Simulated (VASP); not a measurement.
Cs3Sb4Se, 8 atoms in the cell. Symmetry: Pm-3m, No. 221, cubic system. The conventional cell has a = 7.197 Å, b = 7.197 Å, c = 7.197 Å, α = 90.00°, β = 90.00°, γ = 90.00°. Cs (site symmetry 4/mmm) has 6 Sb at 3.60 Å within 4.7 Å. Sb (site symmetry m-3m) has 6 Cs at 3.60 Å within 4.7 Å. Within 4.7 Å of Sb (site symmetry 4/mmm) lie 4 Cs at 3.60 Å and 2 Se at 3.60 Å. Within 4.7 Å of Se (site symmetry m-3m) lie 6 Sb at 3.60 Å. The cell was generated, and may not be a known phase.

| Item | Value |
| --- | --- |
| Program | VASP 6.6.1 |
| Task | single point |
| Functional | PBE |
| Potentials or basis | VASP PAW PBE potentials, release 64 (Cs_sv, Sb, Se) |
| Cutoff | 520 eV |
| k mesh | 6 × 6 × 6 |
| Occupations | gaussian, width 0.1 eV |
| Spin | no spin polarisation |
| Dipole correction | no |
| Further INCAR settings | ALGO = Normal; EDIFF = 1e-06; NBANDS = 36 |

Potentials or basis: VASP PAW PBE potentials, release 64 (Cs_sv, Sb, Se).

Run with:

```sh
$ cat potpaw_PBE.64/Cs_sv/POTCAR potpaw_PBE.64/Sb/POTCAR potpaw_PBE.64/Se/POTCAR > POTCAR
$ mpirun -np 1 vasp_std > vasp.out
```

Hardware: 1 thread of Intel(R) Xeon(R) 6975P-C (Granite Rapids), with other jobs on the host.

Question: How long does it take, and how much memory?

Answer: Wall time 2.8 min on 1 thread of Intel(R) Xeon(R) 6975P-C (Granite Rapids), on a shared host, peak memory 0.54 GiB. Counts: scf iterations 15, k points 20.
